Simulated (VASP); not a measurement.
# Pt in VASP: a series of runs

Pt is run at these levels: r2SCAN, HSE06, PBEsol; tasks: single point.

Program: VASP 6.6.1. These are calculated values, not measurements. Logs are shortened: lines on timing, memory, paths and dates and some standing lists are left out, and cuts for length are marked.

## 1. The cell of the first run

The typed cell holds 2 atoms: a = 2.761 Å, b = 2.761 Å, c = 4.792 Å, α = 90.00°, β = 90.00°, γ = 120.00°.

## 2. Single point, r2SCAN

Contents of POSCAR:

```
Pt
1.0
    2.7606656158      0.0000000000      0.0000000000
   -1.3803328079      2.3908065546      0.0000000000
    0.0000000000      0.0000000000      4.7921340000
Pt
2
Direct
    0.3284440000      0.6879730000      0.2528560000
    0.6733180000      0.3227900000      0.7433810000
```

Contents of INCAR.step1:

```
PREC     = Accurate       # precision mode
ENCUT    = 550            # plane-wave cutoff, eV
ISMEAR   = 0              # smearing method
SIGMA    = 0.025          # smearing width, eV
LREAL    = F              # projectors in reciprocal space
LASPH    = T              # aspherical terms in the spheres
NELM     = 120            # most SCF steps
NBANDS   = 25             # bands
GGA      = PE             # functional
ALGO     = Normal         # electronic algorithm
EDIFF    = 1E-5           # SCF threshold, eV
LWAVE    = T              # write WAVECAR
LCHARG   = F              # write CHGCAR
GGA_COMPAT= F
```

Contents of INCAR.step2:

```
PREC     = Accurate       # precision mode
ENCUT    = 550            # plane-wave cutoff, eV
EDIFF    = 1E-6           # SCF threshold, eV
ISMEAR   = 0              # smearing method
SIGMA    = 0.025          # smearing width, eV
LREAL    = F              # projectors in reciprocal space
LASPH    = T              # aspherical terms in the spheres
NELM     = 120            # most SCF steps
ALGO     = Normal         # electronic algorithm
ISIF     = 2              # what is computed and relaxed
LWAVE    = F              # write WAVECAR
LCHARG   = F              # write CHGCAR
METAGGA  = R2SCAN         # meta-GGA
LMIXTAU  = T            
NBANDS   = 25             # bands
ISTART   = 1            
GGA_COMPAT= F
```

Contents of KPOINTS:

```
Automatic mesh
0
Gamma
  8 8 4
```

Potentials or basis: VASP PAW PBE potentials, release 64 (Pt_sv_GW).

The run is started by

```
> cat potpaw_PBE.64/Pt_sv_GW/POTCAR > POTCAR
> cp INCAR.step1 INCAR
> mpirun -np 1 vasp_std > vasp.out
> cp INCAR.step2 INCAR
> mpirun -np 1 vasp_std > vasp.out
```

OUTCAR:

```text
PREC = Accurate
   ENCUT = 550
   EDIFF = 1E-6
   ISMEAR = 0
   LREAL = F
   LASPH = T
   NELM = 120
   ISIF = 2
   METAGGA = R2SCAN
   ISTART = 1

 ion  position               nearest neighbor table
   1  0.328  0.688  0.253-   2 2.80   2 2.83   2 2.88   2 2.90   2 2.90   2 2.97
   2  0.673  0.323  0.743-   1 2.80   1 2.83   1 2.88   1 2.90   1 2.90   1 2.97

  LATTYP: Found a hexagonal cell.
 ALAT       =     2.7606656158
 C/A-ratio  =     1.7358618054

  Lattice vectors:

 A1 = (   2.7606656158,   0.0000000000,   0.0000000000)
 A2 = (  -1.3803328079,   2.3908065546,   0.0000000000)
 A3 = (   0.0000000000,   0.0000000000,   4.7921340000)

Analysis of symmetry for initial positions (statically):
=====================================================================
 Subroutine PRICEL returns:
 Original cell was already a primitive cell.

 Routine SETGRP: Setting up the symmetry group for a
 hexagonal supercell.

 Subroutine GETGRP returns: Found  2 space group operations
 (whereof  1 operations were pure point group operations)
 out of a pool of 24 trial point group operations.

The static configuration has the point symmetry C_1 .
 The point group associated with its full space group is S_2 .

Analysis of symmetry for dynamics (positions and initial velocities):
=====================================================================
 Subroutine PRICEL returns:
 Original cell was already a primitive cell.

 Routine SETGRP: Setting up the symmetry group for a
 hexagonal supercell.

 Subroutine GETGRP returns: Found  2 space group operations
 (whereof  1 operations were pure point group operations)
 out of a pool of 24 trial point group operations.

The dynamic configuration has the point symmetry C_1 .
 The point group associated with its full space group is S_2 .

 Subroutine INISYM returns: Found  2 space group operations
 (whereof  1 operations are pure point group operations),
 and found     1 'primitive' translations

----------------------------------------------------------------------------------------

                                     Primitive cell

  volume of cell :      31.6291

  direct lattice vectors                    reciprocal lattice vectors
     2.760665616  0.000000000  0.000000000     0.362231483  0.209134444  0.000000000
    -1.380332808  2.390806555  0.000000000     0.000000000  0.418268888  0.000000000
     0.000000000  0.000000000  4.792134000     0.000000000  0.000000000  0.208675300

  length of vectors
     2.760665616  2.760665616  4.792134000     0.418268888  0.418268888  0.208675300

  position of ions in fractional coordinates (direct lattice)
     0.328444000  0.687973000  0.252856000
     0.673318000  0.322790000  0.743381000

  ion indices of the primitive-cell ions
   primitive index   ion index
                 1           1
                 2           2

----------------------------------------------------------------------------------------

 KPOINTS: Automatic mesh

Automatic generation of k-mesh.
 Grid dimensions read from file:
 generate k-points for:    8    8    4

 Generating k-lattice:

  Cartesian coordinates                     Fractional coordinates (reciprocal lattice)
     0.045278935  0.026141806  0.000000000     0.125000000  0.000000000  0.000000000
     0.000000000  0.052283611  0.000000000     0.000000000  0.125000000  0.000000000
     0.000000000  0.000000000  0.052168825     0.000000000  0.000000000  0.250000000

  Length of vectors
     0.052283611  0.052283611  0.052168825

  Shift w.r.t. Gamma in fractional coordinates (k-lattice)
     0.000000000  0.000000000  0.000000000

 Subroutine IBZKPT returns following result:
 ===========================================

 Found    132 irreducible k-points:

 Following reciprocal coordinates:
            Coordinates               Weight
  0.000000  0.000000  0.000000      1.000000
  0.125000  0.000000  0.000000      2.000000
  0.000000  0.125000  0.000000      2.000000
 -0.125000  0.125000  0.000000      2.000000
  0.250000  0.000000  0.000000      2.000000
  0.000000  0.250000  0.000000      2.000000
[... 16 lines left out ...]
  0.375000  0.125000  0.000000      2.000000
 -0.125000  0.500000  0.000000      2.000000
 [... further k-points ...]
   k-points           NKPTS =    132   k-points in BZ     NKDIM =    132   number of bands    NBANDS=     25
   number of dos      NEDOS =    301   number of ions     NIONS =      2
   total plane-waves  NPLWV =  23040
   dimension x,y,z NGX =    24 NGY =   24 NGZ =   40
   dimension x,y,z NGXF=    48 NGYF=   48 NGZF=   80
   ions per type =               2
   NGX,Y,Z   is equivalent  to a cutoff of  14.45, 14.45, 13.88 a.u.
   NGXF,Y,Z  is equivalent  to a cutoff of  28.91, 28.91, 27.75 a.u.
 SYSTEM =  unknown system
   PREC   = accura    normal or accurate (medium, high low for compatibility)
   ISTART =      1    job   : 0-new  1-cont  2-samecut
   ICHARG =      0    charge: 1-file 2-atom 10-const
   ISPIN  =      1    spin polarized calculation?
   LNONCOLLINEAR =      F non collinear calculations
   LSORBIT =      F    spin-orbit coupling
   LASPH  =      T    aspherical Exc in radial PAW
   ENCUT  =  550.0 eV  40.42 Ry    6.36 a.u.   5.28  5.28  9.16*2*pi/ulx,y,z
   NELM   =    120;   NELMIN=  2; NELMDL=  0     # of ELM steps
   EDIFF  = 0.1E-05   stopping-criterion for ELM
   LREAL  =      F    real-space projection
   EDIFFG = 0.1E-04   stopping-criterion for IOM
   NSW    =      0    number of steps for IOM
   IBRION =     -1    ionic relax: 0-MD 1-quasi-New 2-CG
   NFREE  =      0    steps in history (QN), initial steepest desc. (CG)
   ISIF   =      2    stress and relaxation
   ISYM   =      2    0-nonsym 1-usesym 2-fastsym
   POTIM  = 0.5000    time-step for ionic-motion
   TEBEG  =    0.0;   TEEND  =   0.0 temperature during run
   PSTRESS=    0.0 pullay stress
   NELECT =      36.0000    total number of electrons
   NUPDOWN=      -1.0000    fix difference up-down
   EMIN   =  10.00;   EMAX   =-10.00  energy-range for DOS
   EFERMI =   0.00;   METHOD = LEGACY
   ISMEAR =     0;   SIGMA  =   0.03  broadening in eV -4-tet -1-fermi 0-gaus
   EFERMI_NEDOS =   21; number of points for ismear=-14 and -15
   IALGO  =     38    algorithm
   IMIX   =      4    mixing-type and parameters
     AMIX     =   0.40;   BMIX     =  1.00
     AMIX_MAG =   1.60;   BMIX_MAG =  1.00
  volume/ion in A,a.u.               =      15.81       106.72
  Fermi-wavevector in a.u.,A,eV,Ry     =   1.709280  3.230071 39.751310  2.921639
  Thomas-Fermi vector in A             =   2.787793
   LORBIT       =      0    0 simple, 1 ext, 2 COOP (PROOUT), +10 PAW based schemes
   METAGGA = R2SCAN    functional components
   LHFCALC =     F    Hartree Fock is set to
   AEXX    =    0.0000 exact exchange contribution
   IVDW    =     0    specifies the selected vdW correction
   LEPSILON=     F    determine dielectric tensor
   LRPA    =     F    only Hartree local field effects (RPA)
 non-spin polarized calculation
 Gauss-broadening in eV      SIGMA  =   0.03
  energy-cutoff  :      550.00
  volume of cell :       31.63
 maximum number of plane-waves:       937
 NGX is ok and might be reduce to    24
   NGX = 11   NGY = 11   NGZ = 19

 number of electron      36.0000000 magnetization

 Free energy of the ion-electron system (eV)
  ---------------------------------------------------
  ext. energy  EPLUGINS =         0.00000000
  ---------------------------------------------------
  free energy    TOTEN  =      -102.62745432 eV

  energy without entropy =     -102.62614327  energy(sigma->0) =     -102.62679880

 E-fermi :   9.5676     XC(G=0): -14.8996

 val. band max:        9.5672290987   @ k =  -0.1250   0.1250   0.0000
 cond. band min:       9.5707625408   @ k =  -0.3750   0.3750   0.2500
 fundamental gap:      0.0035334421
 Fermi energy:         9.5676065283

 k-point     1 :       0.0000    0.0000    0.0000
  band No.  band energies     occupation
      1     -90.8343      2.00000
      2     -90.8119      2.00000
      3     -44.5314      2.00000
      4     -44.3275      2.00000
      5     -44.2747      2.00000
      6     -44.2722      2.00000
[... 17 lines left out ...]
     24      27.6429      0.00000
     25      31.1905      0.00000

 k-point     2 :       0.1250    0.0000    0.0000
  band No.  band energies     occupation
      1     -90.8308      2.00000
      2     -90.8095      2.00000
      3     -44.5121      2.00000
      4     -44.3786      2.00000
      5     -44.3309      2.00000
      6     -44.3002      2.00000
[... 17 lines left out ...]
     24      28.0498      0.00000
     25      29.0587      0.00000

 k-point     3 :       0.0000    0.1250    0.0000
  band No.  band energies     occupation
      1     -90.8307      2.00000
      2     -90.8096      2.00000
      3     -44.5115      2.00000
      4     -44.3827      2.00000
      5     -44.3323      2.00000
      6     -44.2974      2.00000
[... 17 lines left out ...]
     24      28.1662      0.00000
     25      29.1608      0.00000

 k-point     4 :      -0.1250    0.1250    0.0000
  band No.  band energies     occupation
      1     -90.8306      2.00000
      2     -90.8097      2.00000
      3     -44.5143      2.00000
      4     -44.3465      2.00000
      5     -44.3356      2.00000
      6     -44.3045      2.00000
[... 17 lines left out ...]
     24      27.6900      0.00000
     25      29.2771      0.00000
[... 477 lines left out ...]
 k-point    22 :       0.3750   -0.1250    0.0000
  band No.  band energies     occupation
      1     -90.8107      2.00000
      2     -90.7974      2.00000
      3     -44.5831      2.00000
      4     -44.5477      2.00000
      5     -44.4236      2.00000
      6     -44.4020      2.00000
[... 17 lines left out ...]
     24      25.9727      0.00000
     25      27.0904      0.00000

 k-point    23 :       0.3750    0.1250    0.0000
  band No.  band energies     occupation
      1     -90.8004      2.00000
      2     -90.7942      2.00000
      3     -44.6856      2.00000
      4     -44.6469      2.00000
      5     -44.4309      2.00000
      6     -44.3718      2.00000
[... 17 lines left out ...]
     24      22.5825      0.00000
     25      24.3668      0.00000

 k-point    24 :      -0.1250    0.5000    0.0000
  band No.  band energies     occupation
      1     -90.8001      2.00000
      2     -90.7945      2.00000
      3     -44.6871      2.00000
      4     -44.6441      2.00000
      5     -44.4332      2.00000
      6     -44.3708      2.00000
[... 17 lines left out ...]
     24      22.5464      0.00000
     25      24.1406      0.00000

 [... further k-points ...]

------------------------ aborting loop because EDIFF is reached ----------------------------------------

  FORCE on cell =-STRESS in cart. coord.  units (eV):
  Direction    XX          YY          ZZ          XY          YZ          ZX
  --------------------------------------------------------------------------------------
  -------------------------------------------------------------------------------------
  Total       -1.5084552     -1.5687603     -1.5495446     -0.0797120      0.0431897     -0.0205729
  in kB      -76.4109857    -79.4657460    -78.4923717     -4.0378223      2.1877786     -1.0421241
  external PRESSURE =     -78.1230345 kB  Pullay stress =       0.0000000 kB

 VOLUME and BASIS-vectors are now :
 -----------------------------------------------------------------------------
  energy-cutoff  :      550.00
  volume of cell :       31.63
      direct lattice vectors                 reciprocal lattice vectors
     2.760665616  0.000000000  0.000000000     0.362231483  0.209134444  0.000000000
    -1.380332808  2.390806555  0.000000000     0.000000000  0.418268888  0.000000000
     0.000000000  0.000000000  4.792134000     0.000000000  0.000000000  0.208675300

 POSITION                                       TOTAL-FORCE (eV/Angst)
 -----------------------------------------------------------------------------------
     -0.04291      1.64481      1.21172        -0.102210      0.031087     -0.440811
      1.41325      0.77173      3.56238         0.102210     -0.031087      0.440811
 -----------------------------------------------------------------------------------
    total drift:                               -0.000005      0.000001     -0.000005

  FREE ENERGIE OF THE ION-ELECTRON SYSTEM (eV)
  ---------------------------------------------------
  free  energy   TOTEN  =      -102.6274543177 eV

  energy  without entropy=     -102.6261432739  energy(sigma->0) =     -102.62679880
```

It took 2.4 min on 1 thread of Intel Xeon 6975P-C (Granite Rapids), shared host; peak memory 0.24 GiB.

What came out:

```
Free energy            : -102.6275 eV
Pressure               : -7.8 GPa
Largest force          : 0.454 eV/Å
Band gap on the k mesh : zero (bands 18 and 19 overlap by 1.39 eV)
```

Forces on the atoms (eV/Å):
```
Pt  -0.102  0.031 -0.441
Pt   0.102 -0.031  0.441
```

Stress tensor (GPa, compression positive):
```
-7.64 -0.40 -0.10
-0.40 -7.95  0.22
-0.10  0.22 -7.85
```

Levels at points of the mesh, in eV from the Fermi level:
| k point | band 15 | band 16 | band 17 | band 18 | band 19 | band 20 | band 21 | band 22 |
| --- | --- | --- | --- | --- | --- | --- | --- | --- |
| (0.00, 0.00, 0.00) | -3.06 | -2.07 | -1.64 | -0.46 | -0.44 | -0.04 | 4.97 | 16.00 |
| (0.50, 0.00, 0.00) | -2.58 | -0.08 | 0.34 | 0.57 | 2.55 | 3.96 | 7.81 | 9.56 |
| (0.00, 0.50, 0.00) | -2.74 | -0.07 | 0.32 | 0.59 | 2.67 | 3.86 | 7.97 | 9.79 |
| (0.50, 0.50, 0.00) | -2.16 | 0.02 | 0.40 | 0.51 | 2.24 | 4.24 | 7.40 | 8.71 |
| (0.00, 0.00, 0.50) | -3.47 | -3.43 | -1.00 | -0.83 | -0.80 | -0.72 | 12.19 | 13.02 |
| (0.50, 0.00, 0.50) | -0.69 | -0.61 | 0.45 | 0.48 | 1.76 | 1.94 | 6.86 | 7.02 |
| (0.00, 0.50, 0.50) | -0.55 | -0.46 | 0.44 | 0.48 | 1.63 | 1.80 | 6.95 | 7.11 |
| (0.50, 0.50, 0.50) | -1.13 | -1.06 | 0.46 | 0.48 | 2.13 | 2.33 | 6.56 | 6.74 |

Caveat: the cell stands under tension; the PAW data sets were made with another functional, which shifts forces and pressure a little; spin-orbit coupling is left out, which moves the levels of the heavy elements.

(Part 1 of 2 ends here.)
